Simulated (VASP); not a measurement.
Wanted: the native input for a VASP 6.6.1 run.

- Task: single point
- Functional: BLYP
- Potentials or basis: VASP PAW PBE potentials, release 64 (Rb_sv)
- Cutoff: 520 eV
- k mesh: 4 × 5 × 2
- Occupations: methfessel-paxton, width 0.15 eV
- Spin: no spin polarisation
- Dipole correction: no
- Further INCAR settings: ALGO = Normal; EDIFF = 1e-07; NBANDS = 26

The structure of Rb lies in POSCAR:

```
Rb
1.0
    5.7400000000      0.0000000000      0.0000000000
    0.0000000000      4.6400000000      0.0000000000
    0.0000000000      0.0000000000     12.3800000000
Rb
4
Direct
    0.0470000000      0.2500000000      0.8930000000
    0.4530000000      0.7500000000      0.3930000000
    0.5470000000      0.2500000000      0.6070000000
    0.9530000000      0.7500000000      0.1070000000
```

The input as run:

INCAR

```
PREC = Accurate ; ENCUT = 520
EDIFF = 1E-7 ; ISMEAR = 1
SIGMA = 0.15 ; LREAL = F
LASPH = T ; NELM = 60
ALGO = Normal ; ISIF = 2
LWAVE = F ; LCHARG = F
GGA = B5 ; ALDAX = 1.0
AGGAX = 1.0 ; AGGAC = 1.0
ALDAC = 0.0 ; NBANDS = 26
```

KPOINTS

```
Automatic mesh
0
Gamma
  4 5 2
```

Potentials or basis: VASP PAW PBE potentials, release 64 (Rb_sv).

Command:

```console
$ cat potpaw_PBE.64/Rb_sv/POTCAR > POTCAR
$ mpirun -np 1 vasp_std > vasp.out
```

It gave:

```
Pressure               : 1.5 GPa
Largest force          : 0.808 eV/Å
Band gap on the k mesh : zero (band 18 reaches 1.22 eV, above the bottom of band 19 at -0.06 eV)
```

Caveat: the PAW data sets were made with another functional, which shifts forces and pressure a little.

It took 2.8 min on 1 thread of AMD EPYC 9R45 96-Core Processor (Zen 5), on a shared host, peak memory 0.42 GiB.
